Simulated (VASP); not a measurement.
Wanted: the native input for a VASP 6.6.1 run.

```
Task                               : single point
Functional                         : HSE06
Potentials or basis                : VASP PAW PBE potentials, release 64 (B, N)
Cutoff                             : 520 eV
k mesh                             : 9 × 9 × 4
Occupations                        : gaussian, width 0.01 eV
Spin                               : no spin polarisation
Dipole correction                  : no
Grid for exact exchange (PRECFOCK) : Normal
Further INCAR settings             : ALGO = Normal; EDIFF = 1e-07; NBANDS = 16
Share of exact exchange            : 0.25
Screening parameter                : 0.2079 1/Å
```

BN:

```
B N
1.0
     2.56597    0.00000    0.00000
    -1.28298    2.22219    0.00000
     0.00000    0.00000    4.19775
B N
2 2
Direct
  0.33333 0.66667 0.99963
  0.66667 0.33333 0.49963
  0.33333 0.66667 0.37437
  0.66667 0.33333 0.87437
```

The input as run:

POSCAR

```
BN
1.0
    2.5659661661      0.0000000000      0.0000000000
   -1.2829830830      2.2221918851      0.0000000000
    0.0000000000      0.0000000000      4.1977517949
B N
2 2
Direct
    0.3333333333      0.6666666667     -0.0003696467
    0.6666666667      0.3333333333      0.4996303533
    0.3333333333      0.6666666667      0.3743696467
    0.6666666667      0.3333333333      0.8743696467
```

INCAR.step1

```
PREC     = Accurate       # precision mode
ENCUT    = 520            # plane-wave cutoff, eV
EDIFF    = 1E-5           # SCF threshold, eV
ISMEAR   = 0              # smearing method
SIGMA    = 0.01           # smearing width, eV
LREAL    = F              # projectors in reciprocal space
LASPH    = T              # aspherical terms in the spheres
NELM     = 80             # most SCF steps
ALGO     = Normal         # electronic algorithm
ISIF     = 2              # what is computed and relaxed
LWAVE    = T              # write WAVECAR
LCHARG   = F              # write CHGCAR
NBANDS   = 16             # bands
GGA      = PE             # functional
```

INCAR.step2

```
PREC     = Accurate       # precision mode
ENCUT    = 520            # plane-wave cutoff, eV
EDIFF    = 1E-7           # SCF threshold, eV
ISMEAR   = 0              # smearing method
SIGMA    = 0.01           # smearing width, eV
LREAL    = F              # projectors in reciprocal space
LASPH    = T              # aspherical terms in the spheres
NELM     = 80             # most SCF steps
ALGO     = Normal         # electronic algorithm
ISIF     = 2              # what is computed and relaxed
LWAVE    = F              # write WAVECAR
LCHARG   = F              # write CHGCAR
GGA      = PE             # functional
LHFCALC  = T              # exact exchange
HFSCREEN = 0.2079         # screening, 1/A
PRECFOCK = Normal       
NBANDS   = 16             # bands
ISTART   = 1
```

KPOINTS

```
regular mesh
0
Gamma
  9 9 4
```

Potentials or basis: VASP PAW PBE potentials, release 64 (B, N).

Launch:

```sh
$ cat potpaw_PBE.64/B/POTCAR potpaw_PBE.64/N/POTCAR > POTCAR
$ cp INCAR.step1 INCAR
$ mpirun -np 1 vasp_std > vasp.out
$ cp INCAR.step2 INCAR
$ mpirun -np 1 vasp_std > vasp.out
```

It gave:

The pressure is -9.5 GPa, the largest force is 0.012 eV/Å and the band gap on the k mesh is 6.58 eV (least direct gap 9.80 eV).

Caveat: the stress differs along the axes, from -13 to -3 GPa; the PAW data sets were made with another functional, which shifts forces and pressure a little.

It took 100 min on 1 thread of Oxide Virtual Turin-like Processor (shared host), peak memory 0.22 GiB.
